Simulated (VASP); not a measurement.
# Al48N49 (a cell with a defect) in VASP: single point with PBEsol

Aim: the single point of Al48N49 (a cell with a defect) with PBEsol.

All numbers are computed with VASP 6.6.1; they aren't measurements. Logs are shortened: lines on timing, memory, paths and dates and some standing lists are left out, and cuts for length are marked.

### 1 The cell of the first run

The cell holds a defect, 97 atoms: a = 9.341 Å, b = 10.787 Å, c = 9.967 Å, α = 90.00°, β = 90.00°, γ = 90.00°.

### 2 Single point, PBEsol

Contents of INCAR:

```
SYSTEM = Al48N49
  PREC = Accurate
  ENCUT = 520
  EDIFF = 1E-6
  ISMEAR = -1
  SIGMA = 0.05
  LREAL = Auto
  LASPH = .True.
  NELM = 60
  ALGO = Normal
  ISIF = 2
  LWAVE = .False.
  LCHARG = .False.
  GGA = PS
  NBANDS = 248
  NELECT = 390.0
  ISYM = 0
```

Contents of KPOINTS:

```
Automatic mesh
0
Gamma
  1 1 1
  0.25 0.25 0.25
```

Contents of POSCAR:

```
Al48N49
1.0
    9.3414480000      0.0000000000      0.0000000000
    0.0000000000     10.7865750000      0.0000000000
    0.0000000000      0.0000000000      9.9670570000
Al N
48 49
Direct
    0.1653220000      0.0828960000      0.2491360000
    0.1670410000      0.0821540000      0.7481650000
    0.9981460000      0.3326730000      0.2454330000
    0.0192440000      0.3283770000      0.7532420000
    0.4983790000      0.0829050000      0.2491380000
    0.4967150000      0.0820750000      0.7481700000
    0.3318740000      0.3335440000      0.2490350000
    0.3319530000      0.3320150000      0.7503160000
    0.1645420000      0.5831940000      0.2486500000
    0.1617930000      0.5830380000      0.7454870000
    0.9985470000      0.8327740000      0.2479210000
    0.9992540000      0.8391110000      0.7486150000
    0.8318700000      0.0827600000      0.2491170000
    0.8318890000      0.0860790000      0.7479800000
    0.6656090000      0.3326900000      0.2454870000
    0.6445100000      0.3282060000      0.7533460000
    0.4991590000      0.5831920000      0.2486050000
    0.5020710000      0.5829920000      0.7454790000
    0.3318630000      0.8322560000      0.2484950000
    0.3318750000      0.8320490000      0.7476030000
    0.8318770000      0.5838940000      0.2456990000
    0.8318920000      0.5885810000      0.7431920000
    0.6651710000      0.8327940000      0.2479050000
    0.6645600000      0.8390300000      0.7485780000
    0.9986440000      0.1678650000      0.4969050000
    0.9988830000      0.1647820000      0.9992420000
    0.3318830000      0.1677320000      0.4980300000
    0.3318850000      0.1661100000      0.9995970000
    0.1622710000      0.4155560000      0.4993830000
    0.1660290000      0.4173030000      0.9991270000
    0.9976390000      0.6664970000      0.5000300000
    0.9984140000      0.6668710000      0.9953420000
    0.6651390000      0.1678400000      0.4969040000
    0.6648770000      0.1647330000      0.9992860000
    0.5014770000      0.4155350000      0.4994020000
    0.4977900000      0.4172930000      0.9991230000
    0.3318650000      0.6652570000      0.4993570000
    0.3318880000      0.6655920000      0.9966180000
    0.1653050000      0.9162660000      0.4981290000
    0.1658100000      0.9162490000      0.9988620000
    0.8319490000      0.4204670000      0.4986230000
    0.8318620000      0.4170180000      0.9941440000
    0.6661070000      0.6665400000      0.4998890000
    0.6653910000      0.6668430000      0.9953750000
    0.4984450000      0.9162560000      0.4981350000
    0.4979720000      0.9162260000      0.9988380000
    0.8318960000      0.9166210000      0.4980810000
    0.8318820000      0.9171940000      0.9986880000
    0.9985420000      0.1646690000      0.1885490000
    0.0007690000      0.1654470000      0.6891570000
    0.3318550000      0.1662010000      0.1898150000
    0.3319260000      0.1662530000      0.6895910000
    0.1656180000      0.4169180000      0.1886490000
    0.1770630000      0.4161880000      0.6890460000
    0.9991590000      0.6669870000      0.1864840000
    0.0014120000      0.6783040000      0.6893140000
    0.6651760000      0.1646770000      0.1886170000
    0.6629630000      0.1652960000      0.6891560000
    0.4981610000      0.4169030000      0.1886540000
    0.4868480000      0.4161870000      0.6891070000
    0.3318620000      0.6659550000      0.1884610000
    0.3319550000      0.6665660000      0.6895420000
    0.1657670000      0.9163650000      0.1894340000
    0.1674080000      0.9182640000      0.6888600000
    0.8318720000      0.4168210000      0.1851110000
    0.9128470000      0.4420120000      0.6729250000
    0.6645660000      0.6669880000      0.1865260000
    0.6625410000      0.6782310000      0.6892030000
    0.4979650000      0.9163790000      0.1894250000
    0.4964250000      0.9181640000      0.6888640000
    0.8318590000      0.9165080000      0.1891810000
    0.8318990000      0.9208880000      0.6890910000
    0.1656430000      0.0829730000      0.4394880000
    0.1658970000      0.0827060000      0.9392900000
    0.9983780000      0.3309320000      0.4328080000
    0.0004750000      0.3309510000      0.9416180000
    0.4980980000      0.0829760000      0.4395080000
    0.4978380000      0.0826760000      0.9393010000
    0.3318630000      0.3334750000      0.4382700000
    0.3319160000      0.3320450000      0.9413130000
    0.1644970000      0.5830050000      0.4395700000
    0.1648220000      0.5828660000      0.9377250000
    0.9987450000      0.8340450000      0.4381280000
    0.9986180000      0.8352060000      0.9397970000
    0.8318820000      0.0831820000      0.4396610000
    0.8318640000      0.0836120000      0.9388440000
    0.6653530000      0.3309540000      0.4328800000
    0.6632790000      0.3308630000      0.9417120000
    0.4991960000      0.5830080000      0.4395220000
    0.4989570000      0.5828600000      0.9377680000
    0.3318690000      0.8324080000      0.4391440000
    0.3318770000      0.8328400000      0.9391150000
    0.8318600000      0.5872890000      0.4339930000
    0.8318810000      0.5837780000      0.9362450000
    0.6649840000      0.8340870000      0.4381110000
    0.6651440000      0.8351610000      0.9397800000
    0.7511300000      0.4416080000      0.6730700000
```

Potentials or basis: VASP PAW PBE potentials, release 64 (Al, N).

Started as:

```bash
$ cat potpaw_PBE.64/Al/POTCAR potpaw_PBE.64/N/POTCAR > POTCAR
$ mpirun -np 1 vasp_std > vasp.out
```

OUTCAR:

```text
SYSTEM = Al48N49
   PREC = Accurate
   ENCUT = 520
   EDIFF = 1E-6
   ISMEAR = -1
   LREAL = Auto
   LASPH = .True.
   NELM = 60
   ISIF = 2
   GGA = PS
   NELECT = 390.0
   ISYM = 0

 ion  position               nearest neighbor table
   1  0.165  0.083  0.249-  49 1.89  51 1.89  63 1.89  73 1.90  25 3.06  39 3.06  26 3.07  27 3.07
                            28 3.07  40 3.07   5 3.11   3 3.11  13 3.11  11 3.12  19 3.12   7 3.12
   2  0.167  0.082  0.748-  64 1.86  52 1.88  50 1.89  74 1.90   4 2.99  12 3.05  39 3.07  27 3.07
                            40 3.07  28 3.08   6 3.08  26 3.09  25 3.10   8 3.10  20 3.11  14 3.13
   3  0.998  0.333  0.245-  75 1.87  53 1.90  65 1.90  49 1.90  26 3.05  30 3.05  25 3.07  42 3.08
                            29 3.09  15 3.11  41 3.11  13 3.11   1 3.11   9 3.12   7 3.12  21 3.12
   4  0.019  0.328  0.753-  66 1.77  54 1.87  50 1.88  76 1.89   8 2.92  30 2.97   2 2.99  29 3.01
                            26 3.03  10 3.05  25 3.09  42 3.12  14 3.15  41 3.24  22 3.31
   5  0.498  0.083  0.249-  57 1.89  51 1.89  69 1.89  77 1.90  33 3.06  45 3.06  34 3.07  27 3.07
                            28 3.07  46 3.08   1 3.11  15 3.11  13 3.12  23 3.12   7 3.12  19 3.12
   6  0.497  0.082  0.748-  70 1.86  52 1.88  58 1.89  78 1.91  16 2.99  24 3.05  45 3.07  27 3.07
                            46 3.07  28 3.08   2 3.08  34 3.09  33 3.10   8 3.10  20 3.11  14 3.13
   7  0.332  0.334  0.249-  79 1.89  53 1.89  59 1.89  51 1.90  27 3.06  30 3.07  36 3.07  28 3.07
                            29 3.09  35 3.09  17 3.11   9 3.11   3 3.12  15 3.12   5 3.12   1 3.12
   8  0.332  0.332  0.750-  60 1.81  54 1.81  52 1.89  80 1.90  16 2.92   4 2.92  28 3.06  36 3.07
                            30 3.07  27 3.08  35 3.09  29 3.10   2 3.10   6 3.10  18 3.14  10 3.14
   9  0.165  0.583  0.249-  53 1.89  55 1.89  61 1.90  81 1.90  30 3.06  37 3.08  29 3.08  31 3.08
                            38 3.09  32 3.10  11 3.11  21 3.11  19 3.11   7 3.11   3 3.12  17 3.13
  10  0.162  0.583  0.745-  54 1.89  56 1.90  62 1.91  82 1.92  31 3.02  29 3.05   4 3.05  37 3.05
                            32 3.06  22 3.08  38 3.10  30 3.10  20 3.12   8 3.14  12 3.15  18 3.18
  11  0.999  0.833  0.248-  55 1.89  71 1.89  63 1.90  83 1.90  40 3.07  48 3.07  39 3.08  47 3.08
                            31 3.09  32 3.09  21 3.10   9 3.11  19 3.11  13 3.11  23 3.11   1 3.12
  12  0.999  0.839  0.749-  56 1.83  64 1.88  72 1.89  84 1.91   2 3.05  39 3.05  40 3.06  48 3.06
                            47 3.06  32 3.08  14 3.09  31 3.10  20 3.11  22 3.12  24 3.13  10 3.15
  13  0.832  0.083  0.249-  57 1.89  49 1.89  71 1.89  85 1.90  33 3.06  47 3.06  25 3.06  34 3.07
                            26 3.07  48 3.07   3 3.11  15 3.11  23 3.11  11 3.11   1 3.11   5 3.12
  14  0.832  0.086  0.748-  72 1.88  58 1.89  50 1.89  86 1.90  26 3.07  34 3.07  33 3.08  25 3.08
                            12 3.09  24 3.09  47 3.09  48 3.09   2 3.13   6 3.13  16 3.14   4 3.15
  15  0.666  0.333  0.245-  87 1.87  59 1.90  65 1.90  57 1.90  34 3.05  36 3.05  33 3.07  42 3.08
                            35 3.09   3 3.11  41 3.11  13 3.11   5 3.11  17 3.12   7 3.12  21 3.12
  16  0.645  0.328  0.753-  97 1.77  60 1.87  58 1.88  88 1.89   8 2.92  36 2.97   6 2.99  35 3.01
                            34 3.03  18 3.05  33 3.09  42 3.12  14 3.14  41 3.24  22 3.31
  17  0.499  0.583  0.249-  59 1.89  67 1.89  61 1.90  89 1.90  36 3.06  37 3.08  43 3.08  35 3.09
                            38 3.09  44 3.10  23 3.11  19 3.11  21 3.11   7 3.11  15 3.12   9 3.13
  18  0.502  0.583  0.745-  60 1.89  68 1.90  62 1.91  90 1.92  43 3.03  35 3.05  16 3.05  37 3.06
                            44 3.06  22 3.08  38 3.10  36 3.10  20 3.12   8 3.14  24 3.15  10 3.18
  19  0.332  0.832  0.248-  61 1.89  63 1.89  69 1.89  91 1.90  40 3.07  46 3.07  39 3.07  45 3.07
                            37 3.08  38 3.09  17 3.11   9 3.11  23 3.11  11 3.11   5 3.12   1 3.12
  20  0.332  0.832  0.748-  62 1.88  64 1.89  70 1.89  92 1.91  37 3.06  38 3.06  45 3.07  39 3.07
                            46 3.08  40 3.08   6 3.11   2 3.11  12 3.11  24 3.11  10 3.12  18 3.12
  21  0.832  0.584  0.246-  93 1.88  55 1.90  67 1.90  65 1.90  44 3.07  32 3.07  41 3.08  42 3.09
                            43 3.10  31 3.10  11 3.10  23 3.10   9 3.11  17 3.11  15 3.12   3 3.12
  22  0.832  0.589  0.743-  66 1.89  97 1.89  94 1.92  68 1.93  56 1.93  31 3.00  43 3.00  41 3.04
                            32 3.07  44 3.07  18 3.08  10 3.08  42 3.11  24 3.12  12 3.12   4 3.31
  23  0.665  0.833  0.248-  67 1.89  71 1.89  69 1.90  95 1.90  46 3.07  48 3.07  45 3.08  47 3.08
                            43 3.09  44 3.09  21 3.10  17 3.11  19 3.11  13 3.11  11 3.11   5 3.12
[... 375 lines left out ...]
   TEBEG  =    0.0;   TEEND  =   0.0 temperature during run
   PSTRESS=    0.0 pullay stress
   NELECT =     390.0000    total number of electrons
   NUPDOWN=      -1.0000    fix difference up-down
   EMIN   =  10.00;   EMAX   =-10.00  energy-range for DOS
   EFERMI =   0.00;   METHOD = LEGACY
   ISMEAR =    -1;   SIGMA  =   0.05  broadening in eV -4-tet -1-fermi 0-gaus
   EFERMI_NEDOS =   21; number of points for ismear=-14 and -15
   IALGO  =     38    algorithm
   IMIX   =      4    mixing-type and parameters
     AMIX     =   0.40;   BMIX     =  1.00
     AMIX_MAG =   1.60;   BMIX_MAG =  1.00
  volume/ion in A,a.u.               =      10.35        69.87
  Fermi-wavevector in a.u.,A,eV,Ry     =   1.194377  2.257045 19.409209  1.426537
  Thomas-Fermi vector in A             =   2.330369
   LORBIT       =      0    0 simple, 1 ext, 2 COOP (PROOUT), +10 PAW based schemes
   GGA     = PS    functional components
   LHFCALC =     F    Hartree Fock is set to
   AEXX    =    0.0000 exact exchange contribution
   IVDW    =     0    specifies the selected vdW correction
   LEPSILON=     F    determine dielectric tensor
   LRPA    =     F    only Hartree local field effects (RPA)
 non-spin polarized calculation
  energy-cutoff  :      520.00
  volume of cell :     1004.30
 maximum number of plane-waves:     27045
 NGX is ok and might be reduce to    70
   NGX = 35   NGY = 41   NGZ = 37

 number of electron     390.0000004 magnetization

 Free energy of the ion-electron system (eV)
  ---------------------------------------------------
  ext. energy  EPLUGINS =         0.00000000
  ---------------------------------------------------
  free energy    TOTEN  =      -747.57119728 eV

  energy without entropy =     -747.57119728  energy(sigma->0) =     -747.57119728

 E-fermi :   8.8915     XC(G=0): -11.1516

 val. band max:        7.6571578248   @ k =  -0.2500   0.2500  -0.2500
 cond. band min:      10.9213759313   @ k =  -0.2500   0.2500  -0.2500
 fundamental gap:      3.2642181065
 Fermi energy:         8.8915153767

 k-point     1 :       0.2500    0.2500    0.2500
  band No.  band energies     occupation
      1     -10.3565      2.00000
      2      -8.9096      2.00000
      3      -8.5470      2.00000
      4      -8.4636      2.00000
      5      -8.3710      2.00000
      6      -8.1047      2.00000
[... 829 lines left out ...]
    206      11.8480      0.00000
    207      11.8960      0.00000
 [bands above 207 left out]

------------------------ aborting loop because EDIFF is reached ----------------------------------------

  FORCE on cell =-STRESS in cart. coord.  units (eV):
  Direction    XX          YY          ZZ          XY          YZ          ZX
  --------------------------------------------------------------------------------------
  -------------------------------------------------------------------------------------
  Total       24.2560989     25.0787333     19.2222332     -0.0238557      0.0230627     -0.0067606
  in kB       38.6960671     40.0084264     30.6654763     -0.0380572      0.0367922     -0.0107853
  external PRESSURE =      36.4566566 kB  Pullay stress =       0.0000000 kB

 VOLUME and BASIS-vectors are now :
 -----------------------------------------------------------------------------
  energy-cutoff  :      520.00
  volume of cell :     1004.30
      direct lattice vectors                 reciprocal lattice vectors
     9.341448000  0.000000000  0.000000000     0.107049785  0.000000000  0.000000000
     0.000000000 10.786575000  0.000000000     0.000000000  0.092707834  0.000000000
     0.000000000  0.000000000  9.967057000     0.000000000  0.000000000  0.100330519

 POSITION                                       TOTAL-FORCE (eV/Angst)
 -----------------------------------------------------------------------------------
      1.54435      0.89416      2.48315         0.006654      0.004897     -0.004443
      1.56040      0.88616      7.45700         0.004807      0.007857     -0.001907
      9.32413      3.58840      2.44624         0.000344      0.000866     -0.013273
      0.17977      3.54206      7.50761         0.012705     -0.022860      0.019927
      4.65558      0.89426      2.48317         0.004225      0.001162      0.002221
      4.64004      0.88531      7.45705         0.006622     -0.000147      0.000090
[... 89 lines left out ...]
      6.21341      9.00853      9.36684         0.002221     -0.000142     -0.001133
      7.01664      4.76344      6.70853        -0.068744      0.031270     -0.008717
 -----------------------------------------------------------------------------------
    total drift:                               -0.011774     -0.008291     -0.029582

  FREE ENERGIE OF THE ION-ELECTRON SYSTEM (eV)
  ---------------------------------------------------
  free  energy   TOTEN  =      -747.5711972780 eV

  energy  without entropy=     -747.5711972780  energy(sigma->0) =     -747.57119728
```

Run time: 36 min. Hardware: 1 thread of Intel Xeon Platinum 8259CL at 2.50GHz (Skylake/Cascade Lake), shared host; peak memory 1.2 GiB.

What came out:

```yaml
Free_energy: -747.5712 eV
Largest_force: 0.084 eV/Å
```

Forces in eV/Å, atoms in the order of the input:
```
Al   0.007  0.005 -0.004
Al   0.005  0.008 -0.002
Al   0.000  0.001 -0.013
Al   0.013 -0.023  0.020
Al   0.004  0.001  0.002
Al   0.007  0.000  0.000
Al   0.000  0.000 -0.002
Al  -0.012 -0.012  0.013
Al   0.003  0.008 -0.004
Al   0.000  0.000 -0.006
Al   0.002  0.002  0.001
Al   0.003  0.007  0.003
Al  -0.005  0.000  0.000
Al  -0.002  0.002  0.001
Al  -0.002  0.000 -0.009
Al  -0.008 -0.030  0.014
Al   0.003  0.003  0.004
Al   0.003  0.007 -0.004
Al  -0.003  0.002  0.001
Al   0.000  0.003 -0.001
Al  -0.002  0.002 -0.009
Al   0.003  0.019  0.012
Al   0.001  0.004 -0.005
Al   0.003  0.009  0.006
Al  -0.004 -0.013 -0.003
Al  -0.003  0.000 -0.002
Al  -0.004 -0.005 -0.004
Al  -0.005 -0.005  0.000
Al   0.000 -0.002  0.000
Al   0.003 -0.001 -0.008
Al   0.003  0.005 -0.002
Al  -0.003 -0.001 -0.008
Al  -0.001 -0.008 -0.005
Al  -0.002 -0.006  0.000
Al  -0.002  0.008  0.001
Al   0.004  0.000  0.002
Al   0.000  0.001  0.001
Al  -0.004  0.000 -0.002
Al   0.003 -0.009 -0.002
Al   0.001 -0.004 -0.002
Al  -0.019 -0.002 -0.024
Al  -0.001 -0.002 -0.009
Al   0.000  0.000  0.003
Al  -0.004  0.002 -0.003
Al   0.001 -0.004  0.001
Al   0.002 -0.006  0.004
Al  -0.005 -0.006 -0.002
Al  -0.005 -0.003  0.002
N    0.002  0.005  0.005
N   -0.001  0.002  0.003
N   -0.001  0.003  0.001
N   -0.005  0.006  0.002
N   -0.004 -0.003  0.002
N   -0.006  0.011  0.001
N    0.001 -0.002  0.003
N   -0.010 -0.010 -0.005
N    0.001  0.003  0.000
N    0.000  0.008  0.005
N   -0.002 -0.001  0.001
N    0.006  0.005 -0.006
N   -0.002 -0.001  0.000
N   -0.004 -0.002  0.000
N   -0.001  0.003  0.002
N   -0.005 -0.003  0.002
N    0.001 -0.002  0.002
N    0.084 -0.008  0.003
N    0.002 -0.002 -0.001
N   -0.002 -0.017 -0.001
N    0.000  0.001  0.001
N   -0.003  0.002  0.002
N    0.002  0.002  0.002
N    0.001 -0.001  0.004
N   -0.001  0.004  0.004
N    0.003  0.003 -0.001
N    0.000  0.010  0.011
N   -0.001 -0.004  0.000
N    0.001  0.001  0.001
N    0.001  0.003 -0.001
N    0.002  0.002  0.003
N   -0.003  0.001 -0.003
N    0.002 -0.001 -0.001
N    0.002 -0.001  0.005
N    0.003 -0.002  0.004
N    0.001 -0.002  0.000
N    0.003  0.002  0.001
N    0.004  0.003  0.000
N    0.007  0.006  0.002
N    0.000  0.002 -0.004
N    0.003 -0.003  0.004
N    0.003 -0.001 -0.003
N    0.000 -0.001  0.003
N    0.000  0.001  0.002
N    0.004 -0.003  0.001
N    0.002  0.000 -0.004
N    0.003 -0.003  0.003
N    0.002  0.000 -0.001
N   -0.069  0.031 -0.009
```

Levels at points of the mesh, in eV from the Fermi level:
```csv
k point,band 192,band 193,band 194,band 195,band 196,band 197,band 198,band 199
"(0.25, 0.25, 0.25)",-3.01,-2.77,-1.51,-1.24,2.03,2.17,2.37,2.42
```

Caveat: the k points lie up to 0.67 Å⁻¹ apart; the cell carries a net charge on a neutralising background, which shifts energy and pressure; the cell is charged against a uniform background, so pressure and absolute levels hang on convention; the PAW data sets were made with another functional, which shifts forces and pressure a little.
